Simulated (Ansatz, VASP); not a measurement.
# Two plane-wave programs on Mo

```
CELL_PARAMETERS angstrom
-1.58022 1.58022 1.50121
1.58022 -1.58022 1.50121
1.58022 1.58022 -1.50121
ATOMIC_POSITIONS crystal
Mo 0.00000 0.00000 0.00000
```

Change from the starting cell: strain +0.000 along x and y, -0.050 along z, atoms carried along.

Alike in both runs: task single point; functional PBE; k mesh 26 × 26 × 26; occupations gaussian, width 0.15 eV; no spin polarisation.

|  | VASP | Ansatz |
| --- | --- | --- |
| version | VASP 6.6.1 | Ansatz 0.2.0 |
| potentials or method | VASP PAW PBE potentials, release 64 (Mo_sv), cutoff 520 eV | scalar-relativistic, plane waves, PAW |
| valence electrons in the cell | 14 | 14 |

|  | VASP | Ansatz | Ansatz less VASP |
| --- | --- | --- | --- |
| gap on the k mesh at the Fermi level (eV) | none | none | - |
| pressure (GPa) | 16.0 | 15.3 | -0.65 |
| traceless stress, the component that is largest in VASP (GPa) | 11.84 | 11.84 | +0.005 |

A gap of «none» marks a metal or a gap that the smearing closes. With one functional, cell and mesh, what is left measures potentials, basis and numerics.
